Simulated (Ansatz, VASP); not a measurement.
**One calculation of Nb2C3, two programs**

The input INCAR:

```
PREC = Accurate ; ENCUT = 600
EDIFF = 1E-7 ; ISMEAR = 0
SIGMA = 0.1 ; LREAL = F
LASPH = T ; NELM = 80
ALGO = Normal ; ISIF = 3
LWAVE = F ; LCHARG = F
GGA = PE ; IBRION = 2
NSW = 100 ; EDIFFG = -0.01
```

File KPOINTS:

```
regular mesh
0
Gamma
  12 12 6
```

File POSCAR:

```
Nb2C3
1.0
    3.3174385789      0.0000000000      0.0000000000
    0.0000000000      3.3174385789      0.0000000000
    0.0000000000      0.0000000000      6.8320680131
Nb C
2 3
Direct
    0.5000000000      0.5000000000      0.7929588344
    0.5000000000      0.5000000000      0.2070411656
    0.5000000000      0.5000000000      0.5000000000
    0.0000000000      0.5000000000      0.0000000000
    0.5000000000      0.0000000000      0.0000000000
```

Input for Ansatz:

```yaml
crystal:
  lattice:
    - [3.3174385789, 0.0, 0.0]
    - [0.0, 3.3174385789, 0.0]
    - [0.0, 0.0, 6.8320680131]
  atoms:
    - { symbol: Nb, position: [0.5, 0.5, 0.7929588344] }
    - { symbol: Nb, position: [0.5, 0.5, 0.2070411656] }
    - { symbol: C, position: [0.5, 0.5, 0.5] }
    - { symbol: C, position: [0.0, 0.5, 0.0] }
    - { symbol: C, position: [0.5, 0.0, 0.0] }
basis:
  ecutwfc: 420
kpoints:
  mp_grid: { grid: [12, 12, 6] }
hamiltonian:
  xc: pbe
scf:
  occupations: { method: gaussian, width: 0.1 }
output:
  forces: true
  stress: true
  eigenvalues: true
relax:
  adjacent_minimum: "off"
  f_tol: 0.01
  max_steps: 80
  cell: { stress_tol: 0.05 }
```

Alike in both runs: task relaxation of cell and atoms; functional PBE; k mesh 12 × 12 × 6; occupations gaussian, width 0.1 eV; no spin polarisation.

|  | VASP | Ansatz |
| --- | --- | --- |
| version | VASP 6.6.1 | Ansatz 0.2.0 |
| potentials or method | VASP PAW PBE potentials, release 64 (Nb_sv, C), cutoff 600 eV | scalar-relativistic, plane waves, PAW |
| valence electrons in the cell | 38 | 38 |

|  | VASP | Ansatz | Ansatz less VASP |
| --- | --- | --- | --- |
| gap on the k mesh at the Fermi level, each at its own relaxed structure (eV) | none | none | - |
| relaxed volume (Å³/atom) | 14.69 | 14.77 | +0.083 |
| relaxed cell length with the largest relative difference (Å) | 3.256 | 3.269 | +0.0126 |

A gap of «none» marks a metal or a gap that the smearing closes.
